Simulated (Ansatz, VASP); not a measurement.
# Sn in VASP and in Ansatz

File INCAR:

```
PREC     = Accurate       # precision mode
ENCUT    = 520            # plane-wave cutoff, eV
EDIFF    = 1E-6           # SCF threshold, eV
ISMEAR   = -1             # smearing method
SIGMA    = 0.08           # smearing width, eV
LREAL    = False          # projectors in reciprocal space
LASPH    = True           # aspherical terms in the spheres
NELM     = 80             # most SCF steps
ALGO     = Normal         # electronic algorithm
ISIF     = 2              # what is computed and relaxed
LWAVE    = False          # write WAVECAR
LCHARG   = False          # write CHGCAR
GGA      = PE             # functional
NBANDS   = 21             # bands
```

KPOINTS

```
Automatic mesh
0
Gamma
  10 10 10
```

Contents of POSCAR:

```
Sn
1.0
    0.0000000000      3.1896535399      3.1896535399
    3.1896535399      0.0000000000      3.1896535399
    3.1896535399      3.1896535399      0.0000000000
Sn
2
Direct
   -0.1250000000     -0.1250000000     -0.1250000000
    0.1250000000      0.1250000000      0.1250000000
```

Input for Ansatz:

```yaml
crystal:
  lattice:
    - [0.0, 3.1896535399, 3.1896535399]
    - [3.1896535399, 0.0, 3.1896535399]
    - [3.1896535399, 3.1896535399, 0.0]
  atoms:
    - { symbol: Sn, position: [-0.125, -0.125, -0.125] }
    - { symbol: Sn, position: [0.125, 0.125, 0.125] }
kpoints:
  mp_grid: { grid: [10, 10, 10] }
scf:
  occupations: { method: fermi_dirac, width: 0.08 }
hamiltonian:
  xc: pbe
  pseudopotentials: { kind: all_electron, lapw: { basis_error: 0.001 } }
output:
  forces: true
  stress: true
  eigenvalues: true
  populations: true
```

Change from the starting cell: volume scaled by 0.88, LAPW.

Alike in both runs: task single point; functional PBE; k mesh 10 × 10 × 10; occupations fermi-dirac, width 0.08 eV; no spin polarisation.

|  | VASP | Ansatz |
| --- | --- | --- |
| version | VASP 6.6.1 | Ansatz 0.2.0 |
| potentials or method | VASP PAW PBE potentials, release 64 (Sn_d), cutoff 520 eV | all-electron LAPW, scalar-relativistic |

```tsv
	VASP	Ansatz	Ansatz less VASP
pressure (GPa)	6.1	6.2	+0.06
```

Ansatz ran all-electron here, and VASP with PAW potentials.
